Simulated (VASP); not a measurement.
Wanted: the native input for a VASP 6.6.1 run.

- Task: single point
- Functional: PBEsol
- Potentials or basis: VASP PAW PBE potentials, release 64 (Zn, S)
- Cutoff: 520 eV
- k mesh: 6 × 6 × 6
- Occupations: gaussian, width 0.01 eV
- Spin: no spin polarisation
- Dipole correction: no
- Further INCAR settings: ALGO = Normal; EDIFF = 1e-06; NBANDS = 16

The structure of ZnS lies in POSCAR:

```
ZnS
1.0
    0.0000000000      2.7020000000      2.7020000000
    2.7020000000      0.0000000000      2.7020000000
    2.7020000000      2.7020000000      0.0000000000
Zn S
1 1
Direct
    0.2500000000      0.2500000000      0.2500000000
    0.0000000000      0.0000000000      0.0000000000
```

One way to write it, as run:

INCAR

```
SYSTEM = ZnS
  PREC = Accurate
  ENCUT = 520
  EDIFF = 1E-6
  ISMEAR = 0
  SIGMA = 0.01
  LREAL = .False.
  LASPH = .True.
  NELM = 60
  ALGO = Normal
  ISIF = 2
  LWAVE = .False.
  LCHARG = .False.
  GGA = PS
  NBANDS = 16
```

KPOINTS

```
Automatic mesh
0
Gamma
  6 6 6
  0 0 0
```

Potentials or basis: VASP PAW PBE potentials, release 64 (Zn, S).

Command:

```bash
$ cat potpaw_PBE.64/Zn/POTCAR potpaw_PBE.64/S/POTCAR > POTCAR
$ mpirun -np 1 vasp_std > vasp.out
```

Results of the run:

```json
{
  "Pressure": "-1.8 GPa",
  "Band gap on the k mesh": "1.98 eV, direct"
}
```

Caveat: the PAW data sets were made with another functional, which shifts forces and pressure a little.

It took 12 s on 1 thread of Intel Xeon 8259CL (shared host), peak memory 0.15 GiB.
